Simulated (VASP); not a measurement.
## GaAs: single point with PBE

GaAs:

```
As Ga
1.0
     0.00000    2.82685    2.82685
     2.82685    0.00000    2.82685
     2.82685    2.82685    0.00000
As Ga
1 1
Direct
  0.75000 0.75000 0.75000
  0.00000 0.00000 0.00000
```

```
Program             : VASP 6.6.1
Task                : single point
Functional          : PBE
Potentials or basis : VASP PAW PBE potentials, release 64 (As, Ga_d)
Cutoff              : 520 eV
k mesh              : 6 × 6 × 6
Occupations         : fermi-dirac, width 0.06 eV
Spin                : no spin polarisation
```

* Pressure: 3.4 GPa
* Band gap on the k mesh: 0.52 eV, direct

Levels at points of the mesh, in eV from the valence-band top:
| k point | band 7 | band 8 | band 9 | band 10 | band 11 | band 12 |
| --- | --- | --- | --- | --- | --- | --- |
| (0.00, 0.00, 0.00) | 0.00 | 0.00 | 0.00 | 0.52 | 3.72 | 3.72 |
| (0.50, 0.00, 0.00) | -6.64 | -1.14 | -1.14 | 1.00 | 4.63 | 4.63 |
| (0.50, 0.50, 0.00) | -6.82 | -2.68 | -2.68 | 1.46 | 1.65 | 10.16 |

It took 16 s on 1 thread of Intel(R) Xeon(R) Platinum 8259CL CPU @ 2.50GHz (Skylake/Cascade Lake), on a shared host, peak memory 0.16 GiB.

A k mesh can miss the band edges. A hybrid or GW would open this gap; PBE tends to underestimate it.
